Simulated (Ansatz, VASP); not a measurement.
## Two plane-wave programs on Al

```
Al
1.0
    -1.60713    1.60713    1.60713
     1.60713   -1.60713    1.60713
     1.60713    1.60713   -1.60713
Al
1
Direct
  0.00000 0.00000 0.00000
```

Alike in both runs: functional PBEsol; k mesh 18 × 18 × 18; occupations gaussian, width 0.1 eV; no spin polarisation.

Ansatz relaxed the structure, and its values are those at the end. VASP's run is a single point on that final structure, the one shown.

```csv
,VASP,Ansatz
version,VASP 6.6.1,Ansatz 0.2.0
potentials or method,"VASP PAW PBE potentials, release 64 (Al), cutoff 520 eV","scalar-relativistic, plane waves, PAW"
valence electrons in the cell,3,3
```

```tsv
	VASP	Ansatz	Ansatz less VASP
gap on the k mesh at the Fermi level (eV)	none	none	-
pressure (GPa)	0.0	-0.1	-0.06
```

VASP's potentials were made for PBE, not for PBEsol. A gap of «none» marks a metal or a gap that the smearing closes.
